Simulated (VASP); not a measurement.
# Er3Se (P4/mmm) in VASP: a series of runs

Er3Se is run at these levels: PBE; tasks: single point, relaxation of cell and atoms.

Everything below comes from runs of VASP 6.6.1. Logs are shortened: lines on timing, memory, paths and dates and some standing lists are left out, and cuts for length are marked.

## (1) The cell of the first run

Symmetry: P4/mmm, No. 123, tetragonal system. Conventional cell: a = 3.564 Å, b = 3.564 Å, c = 8.326 Å, α = 90.00°, β = 90.00°, γ = 90.00°. Er (site symmetry 4mm) has 4 Se at 3.07 Å and 9 Er at 3.48 to 3.56 Å within 4.0 Å. Within 4.6 Å of Er (site symmetry 4/mmm) lie 12 Er at 3.48 to 3.56 Å and 2 Se at 4.16 Å. Se (site symmetry 4/mmm) has 8 Er at 3.07 Å and 4 Se at 3.56 Å within 4.0 Å.

The cell was generated, and may not be a known phase.

## (2) Single point, PBE

Input file INCAR:

```
PREC = Accurate ; ENCUT = 500
EDIFF = 1E-6 ; ISMEAR = 0
SIGMA = 0.1 ; LREAL = F
LASPH = T ; NELM = 200
ALGO = Normal ; ISIF = 2
LWAVE = F ; LCHARG = T
GGA = PE ; LELF = T
LVHAR = T ; NBANDS = 24
GGA_COMPAT = F ; LMAXMIX = 6
```

Input file KPOINTS:

```
regular mesh
0
Gamma
  6 6 2
```

Input file POSCAR:

```
Er3Se
1.0
    3.5643650912      0.0000000000      0.0000000000
    0.0000000000      3.5643650912      0.0000000000
    0.0000000000      0.0000000000      8.3263305170
Er Se
3 1
Direct
    0.5000000000      0.5000000000      0.7889656635
    0.0000000000      0.0000000000      0.5000000000
    0.5000000000      0.5000000000      0.2110343365
    0.0000000000      0.0000000000      0.0000000000
```

Potentials or basis: VASP PAW PBE potentials, release 64 (Er_3, Se), 4f in core.

Launch:

```console
cat potpaw_PBE.64/Er_3/POTCAR potpaw_PBE.64/Se/POTCAR > POTCAR
mpirun -np 1 vasp_std > vasp.out
```

OUTCAR:

```text
PREC = Accurate
   ENCUT = 500
   EDIFF = 1E-6
   ISMEAR = 0
   LREAL = F
   LASPH = T
   NELM = 200
   ISIF = 2
   GGA = PE

 ion  position               nearest neighbor table
   1  0.500  0.500  0.789-   4 3.07   4 3.07   4 3.07   4 3.07   2 3.48   2 3.48   2 3.48   2 3.48
                             3 3.51
   2  0.000  0.000  0.500-   1 3.48   3 3.48   1 3.48   3 3.48   1 3.48   3 3.48   1 3.48   3 3.48

   3  0.500  0.500  0.211-   4 3.07   4 3.07   4 3.07   4 3.07   2 3.48   2 3.48   2 3.48   2 3.48
                             1 3.51
   4  0.000  0.000  0.000-   1 3.07   3 3.07   1 3.07   3 3.07   1 3.07   3 3.07   1 3.07   3 3.07

  LATTYP: Found a simple tetragonal cell.
 ALAT       =     3.5643650912
 C/A-ratio  =     2.3359926113

  Lattice vectors:

 A1 = (   3.5643650912,   0.0000000000,   0.0000000000)
 A2 = (   0.0000000000,   3.5643650912,   0.0000000000)
 A3 = (   0.0000000000,   0.0000000000,   8.3263305170)

Analysis of symmetry for initial positions (statically):
=====================================================================
 Subroutine PRICEL returns:
 Original cell was already a primitive cell.

 Routine SETGRP: Setting up the symmetry group for a
 simple tetragonal supercell.

 Subroutine GETGRP returns: Found 16 space group operations
 (whereof 16 operations were pure point group operations)
 out of a pool of 16 trial point group operations.

The static configuration has the point symmetry D_4h.

Analysis of symmetry for dynamics (positions and initial velocities):
=====================================================================
 Subroutine PRICEL returns:
 Original cell was already a primitive cell.

 Routine SETGRP: Setting up the symmetry group for a
 simple tetragonal supercell.

 Subroutine GETGRP returns: Found 16 space group operations
 (whereof 16 operations were pure point group operations)
 out of a pool of 16 trial point group operations.

The dynamic configuration has the point symmetry D_4h.

 Subroutine INISYM returns: Found 16 space group operations
 (whereof 16 operations are pure point group operations),
 and found     1 'primitive' translations

----------------------------------------------------------------------------------------

                                     Primitive cell

  volume of cell :     105.7835

  direct lattice vectors                    reciprocal lattice vectors
     3.564365091  0.000000000  0.000000000     0.280554874  0.000000000  0.000000000
     0.000000000  3.564365091  0.000000000     0.000000000  0.280554874  0.000000000
     0.000000000  0.000000000  8.326330517     0.000000000  0.000000000  0.120100925

  length of vectors
     3.564365091  3.564365091  8.326330517     0.280554874  0.280554874  0.120100925

  position of ions in fractional coordinates (direct lattice)
     0.500000000  0.500000000  0.788965664
     0.000000000  0.000000000  0.500000000
     0.500000000  0.500000000  0.211034336
     0.000000000  0.000000000  0.000000000

  ion indices of the primitive-cell ions
   primitive index   ion index
                 1           1
                 2           2
                 3           3
                 4           4

----------------------------------------------------------------------------------------

 KPOINTS: regular mesh

Automatic generation of k-mesh.
 Grid dimensions read from file:
 generate k-points for:    6    6    2

 Generating k-lattice:

  Cartesian coordinates                     Fractional coordinates (reciprocal lattice)
     0.046759146  0.000000000  0.000000000     0.166666667  0.000000000  0.000000000
     0.000000000  0.046759146  0.000000000     0.000000000  0.166666667  0.000000000
     0.000000000  0.000000000  0.060050463     0.000000000  0.000000000  0.500000000

  Length of vectors
     0.046759146  0.046759146  0.060050463

  Shift w.r.t. Gamma in fractional coordinates (k-lattice)
     0.000000000  0.000000000  0.000000000

 Subroutine IBZKPT returns following result:
 ===========================================

 Found     20 irreducible k-points:

 Following reciprocal coordinates:
            Coordinates               Weight
  0.000000  0.000000  0.000000      1.000000
  0.166667  0.000000  0.000000      4.000000
  0.333333  0.000000  0.000000      4.000000
  0.500000  0.000000  0.000000      2.000000
  0.166667  0.166667  0.000000      4.000000
  0.333333  0.166667  0.000000      8.000000
[... 12 lines left out ...]
  0.500000  0.333333  0.500000      4.000000
  0.500000  0.500000  0.500000      1.000000
   k-points           NKPTS =     20   k-points in BZ     NKDIM =     20   number of bands    NBANDS=     24
   number of dos      NEDOS =    301   number of ions     NIONS =      4
   total plane-waves  NPLWV =  50176
   dimension x,y,z NGX =    28 NGY =   28 NGZ =   64
   dimension x,y,z NGXF=    56 NGYF=   56 NGZF=  128
   ions per type =               3   1
   NGX,Y,Z   is equivalent  to a cutoff of  13.06, 13.06, 12.78 a.u.
   NGXF,Y,Z  is equivalent  to a cutoff of  26.12, 26.12, 25.56 a.u.
 SYSTEM =  unknown system
   PREC   = accura    normal or accurate (medium, high low for compatibility)
   ISTART =      0    job   : 0-new  1-cont  2-samecut
   ICHARG =      2    charge: 1-file 2-atom 10-const
   ISPIN  =      1    spin polarized calculation?
   LNONCOLLINEAR =      F non collinear calculations
   LSORBIT =      F    spin-orbit coupling
   LASPH  =      T    aspherical Exc in radial PAW
   ENCUT  =  500.0 eV  36.75 Ry    6.06 a.u.   6.50  6.50 15.18*2*pi/ulx,y,z
   NELM   =    200;   NELMIN=  2; NELMDL= -5     # of ELM steps
   EDIFF  = 0.1E-05   stopping-criterion for ELM
   LREAL  =      F    real-space projection
   EDIFFG = 0.1E-04   stopping-criterion for IOM
   NSW    =      0    number of steps for IOM
   IBRION =     -1    ionic relax: 0-MD 1-quasi-New 2-CG
   NFREE  =      0    steps in history (QN), initial steepest desc. (CG)
   ISIF   =      2    stress and relaxation
   ISYM   =      2    0-nonsym 1-usesym 2-fastsym
   POTIM  = 0.5000    time-step for ionic-motion
   TEBEG  =    0.0;   TEEND  =   0.0 temperature during run
   PSTRESS=    0.0 pullay stress
   NELECT =      33.0000    total number of electrons
   NUPDOWN=      -1.0000    fix difference up-down
   EMIN   =  10.00;   EMAX   =-10.00  energy-range for DOS
   EFERMI =   0.00;   METHOD = LEGACY
   ISMEAR =     0;   SIGMA  =   0.10  broadening in eV -4-tet -1-fermi 0-gaus
   EFERMI_NEDOS =   21; number of points for ismear=-14 and -15
   IALGO  =     38    algorithm
   IMIX   =      4    mixing-type and parameters
     AMIX     =   0.40;   BMIX     =  1.00
     AMIX_MAG =   1.60;   BMIX_MAG =  1.00
  volume/ion in A,a.u.               =      26.45       178.47
  Fermi-wavevector in a.u.,A,eV,Ry     =   1.110299  2.098162 16.772786  1.232765
  Thomas-Fermi vector in A             =   2.246849
   LORBIT       =      0    0 simple, 1 ext, 2 COOP (PROOUT), +10 PAW based schemes
   GGA     = PE    functional components
   LHFCALC =     F    Hartree Fock is set to
   AEXX    =    0.0000 exact exchange contribution
   IVDW    =     0    specifies the selected vdW correction
   LEPSILON=     F    determine dielectric tensor
   LRPA    =     F    only Hartree local field effects (RPA)
 non-spin polarized calculation
 Gauss-broadening in eV      SIGMA  =   0.10
  energy-cutoff  :      500.00
  volume of cell :      105.78
 maximum number of plane-waves:      2711
 NGX is ok and might be reduce to    28
   NGX = 13   NGY = 13   NGZ = 31

 number of electron      33.0000002 magnetization

 Free energy of the ion-electron system (eV)
  ---------------------------------------------------
  ext. energy  EPLUGINS =         0.00000000
  ---------------------------------------------------
  free energy    TOTEN  =       -19.71979372 eV

  energy without entropy =      -19.70514854  energy(sigma->0) =      -19.71247113

 E-fermi :   4.1359     XC(G=0): -10.2029

 val. band max:        4.0747630957   @ k =   0.3333   0.3333   0.5000
 cond. band min:       4.1585665568   @ k =   0.3333   0.1667   0.0000
 fundamental gap:      0.0838034610
 Fermi energy:         4.1358984221

 k-point     1 :       0.0000    0.0000    0.0000
  band No.  band energies     occupation
      1     -21.0797      2.00000
      2     -20.9412      2.00000
      3     -20.8046      2.00000
      4     -20.8046      2.00000
      5     -20.7759      2.00000
      6     -20.7759      2.00000
[... 16 lines left out ...]
     23       7.4418      0.00000
     24       8.0304      0.00000

 k-point     2 :       0.1667    0.0000    0.0000
  band No.  band energies     occupation
      1     -21.0770      2.00000
      2     -20.9279      2.00000
      3     -20.8775      2.00000
      4     -20.8533      2.00000
      5     -20.7953      2.00000
      6     -20.7696      2.00000
[... 16 lines left out ...]
     23       7.0403      0.00000
     24       7.1553      0.00000

 k-point     3 :       0.3333    0.0000    0.0000
  band No.  band energies     occupation
      1     -21.0777      2.00000
      2     -21.0240      2.00000
      3     -21.0188      2.00000
      4     -20.8719      2.00000
      5     -20.7764      2.00000
      6     -20.7570      2.00000
[... 16 lines left out ...]
     23       6.5742      0.00000
     24       7.7049      0.00000

 k-point     4 :       0.5000    0.0000    0.0000
  band No.  band energies     occupation
      1     -21.0968      2.00000
      2     -21.0962      2.00000
      3     -21.0724      2.00000
      4     -20.8522      2.00000
      5     -20.7669      2.00000
      6     -20.7507      2.00000
[... 16 lines left out ...]
     23       6.8992      0.00000
     24       8.1578      0.00000

 k-point     5 :       0.1667    0.1667    0.0000
  band No.  band energies     occupation
      1     -21.0692      2.00000
      2     -20.9144      2.00000
      3     -20.8712      2.00000
      4     -20.8688      2.00000
      5     -20.8517      2.00000
      6     -20.8373      2.00000
[... 16 lines left out ...]
     23       6.3089      0.00000
     24       7.1138      0.00000

 k-point     6 :       0.3333    0.1667    0.0000
  band No.  band energies     occupation
      1     -21.0597      2.00000
      2     -21.0136      2.00000
      3     -21.0071      2.00000
      4     -20.8631      2.00000
      5     -20.8545      2.00000
      6     -20.8280      2.00000
[... 16 lines left out ...]
     23       7.4543      0.00000
     24       7.4869      0.00000
[... 271 lines left out ...]
 k-point    17 :       0.5000    0.1667    0.5000
  band No.  band energies     occupation
      1     -21.1117      2.00000
      2     -21.0529      2.00000
      3     -21.0147      2.00000
      4     -20.9010      2.00000
      5     -20.8376      2.00000
      6     -20.8223      2.00000
[... 16 lines left out ...]
     23       7.0430      0.00000
     24       7.3563      0.00000

 k-point    18 :       0.3333    0.3333    0.5000
  band No.  band energies     occupation
      1     -21.0117      2.00000
      2     -21.0071      2.00000
      3     -20.9833      2.00000
      4     -20.9790      2.00000
      5     -20.9757      2.00000
      6     -20.8626      2.00000
[... 16 lines left out ...]
     23       6.9482      0.00000
     24       8.1068      0.00000

 k-point    19 :       0.5000    0.3333    0.5000
  band No.  band energies     occupation
      1     -21.0677      2.00000
      2     -21.0449      2.00000
      3     -20.9965      2.00000
      4     -20.9759      2.00000
      5     -20.9756      2.00000
      6     -20.8493      2.00000
[... 16 lines left out ...]
     23       7.4880      0.00000
     24       8.6897      0.00000

 k-point    20 :       0.5000    0.5000    0.5000
  band No.  band energies     occupation
      1     -21.0450      2.00000
      2     -21.0450      2.00000
      3     -21.0425      2.00000
      4     -21.0425      2.00000
      5     -20.9854      2.00000
      6     -20.8296      2.00000
[... 16 lines left out ...]
     23       7.2285      0.00000
     24      10.1784      0.00000

------------------------ aborting loop because EDIFF is reached ----------------------------------------

  FORCE on cell =-STRESS in cart. coord.  units (eV):
  Direction    XX          YY          ZZ          XY          YZ          ZX
  --------------------------------------------------------------------------------------
  -------------------------------------------------------------------------------------
  Total        0.5114292      0.5114292      0.4648135      0.0000000      0.0000000      0.0000000
  in kB        7.7460111      7.7460111      7.0399785      0.0000000      0.0000000      0.0000000
  external PRESSURE =       7.5106669 kB  Pullay stress =       0.0000000 kB

 VOLUME and BASIS-vectors are now :
 -----------------------------------------------------------------------------
  energy-cutoff  :      500.00
  volume of cell :      105.78
      direct lattice vectors                 reciprocal lattice vectors
     3.564365091  0.000000000  0.000000000     0.280554874  0.000000000  0.000000000
     0.000000000  3.564365091  0.000000000     0.000000000  0.280554874  0.000000000
     0.000000000  0.000000000  8.326330517     0.000000000  0.000000000  0.120100925

 POSITION                                       TOTAL-FORCE (eV/Angst)
 -----------------------------------------------------------------------------------
      1.78218      1.78218      6.56919        -0.000000      0.000000      0.012531
      0.00000      0.00000      4.16317         0.000000     -0.000000      0.000000
      1.78218      1.78218      1.75714        -0.000000      0.000000     -0.012531
      0.00000      0.00000      0.00000         0.000000     -0.000000      0.000000
 -----------------------------------------------------------------------------------
    total drift:                                0.000000      0.000000     -0.000000

  FREE ENERGIE OF THE ION-ELECTRON SYSTEM (eV)
  ---------------------------------------------------
  free  energy   TOTEN  =       -19.7197937205 eV

  energy  without entropy=      -19.7051485403  energy(sigma->0) =      -19.71247113
```

Run time: 98 s. Hardware: 1 thread of AMD EPYC 7R43 (Zen 3), shared host; peak memory 0.18 GiB.

What came out:

- Free energy: -19.7198 eV
- Pressure: 0.8 GPa
- Largest force: 0.013 eV/Å
- Band gap on the k mesh: zero (an odd number of electrons rules out a gap without spin polarisation)

Forces in eV/Å, atoms in the order of the input:
```
Er   0.000  0.000  0.013
Er   0.000  0.000  0.000
Er   0.000  0.000 -0.013
Se   0.000  0.000  0.000
```

Caveat: the k points lie up to 0.38 Å⁻¹ apart, too coarse for converged energies and pressures of a metal; spin-orbit coupling is left out, which moves the levels of the heavy elements; the 4f electrons are frozen in the core, so they carry no moment and show no levels; the run has no spin polarisation, though such a crystal can be magnetic. Spin polarisation is off, so any magnetic state and its effect on volume and gap are missing.

[end of part 1 of 3]

The gap in the log of VASP goes by the Fermi energy; the results here count the filled bands.